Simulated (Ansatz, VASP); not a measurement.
# Fe in VASP and in Ansatz

INCAR

```
  PREC = Accurate
  ENCUT = 520
  EDIFF = 1E-6
  ISMEAR = 0
  SIGMA = 0.15
  LREAL = F
  LASPH = T
  NELM = 150
  ALGO = Fast
  ISIF = 2
  LWAVE = F
  LCHARG = T
  ISPIN = 2
  MAGMOM = 2.44
  LORBIT = 11
  LMAXMIX = 4
  GGA = PE
  LELF = T
  LVHAR = T
  NBANDS = 14
```

File KPOINTS:

```
Automatic mesh
0
Gamma
  12 12 12
```

File POSCAR:

```
Fe
1.0
   -1.4405248216      1.4405248216      1.4405248216
    1.4405248216     -1.4405248216      1.4405248216
    1.4405248216      1.4405248216     -1.4405248216
Fe
1
Direct
    0.0000000000      0.0000000000      0.0000000000
```

Input for Ansatz:

```yaml
crystal:
  lattice:
    - [-1.4405248216, 1.4405248216, 1.4405248216]
    - [1.4405248216, -1.4405248216, 1.4405248216]
    - [1.4405248216, 1.4405248216, -1.4405248216]
  atoms:
    - { symbol: Fe, position: [0.0, 0.0, 0.0], spin: 2.44 }
basis:
  ecutwfc: 520.0
kpoints:
  mp_grid: { grid: [12, 12, 12] }
hamiltonian:
  xc: pbe
scf:
  occupations: { method: gaussian, width: 0.15 }
output:
  forces: true
  stress: true
  eigenvalues: true
  populations: true
magnetization:
  spin_polarized: true
```

Alike in both runs: task single point; functional PBE; k mesh 12 × 12 × 12; occupations gaussian, width 0.15 eV; collinear spin.

|  | VASP | Ansatz |
| --- | --- | --- |
| version | VASP 6.6.1 | Ansatz 0.2.0 |
| potentials or method | VASP PAW PBE potentials, release 64 (Fe), cutoff 520 eV | scalar-relativistic, plane waves, PAW |
| valence electrons in the cell | 8 | 16 |

|  | VASP | Ansatz | Ansatz less VASP |
| --- | --- | --- | --- |
| gap on the k mesh at the Fermi level (eV) | none | none | - |
| pressure (GPa) | -8.2 | -8.3 | -0.10 |
| net moment per atom (μB) | 2.31 | 2.28 | -0.030 |
| size of the moment on the site where the two differ most (μB) | 2.31 | 2.34 | +0.022 |

Site moments also hang on the region over which each program counts them. A gap of «none» marks a metal or a gap that the smearing closes. VASP's potentials hold 8 valence electrons a cell and Ansatz's 16, so a difference there can come from the potentials and not from the codes.
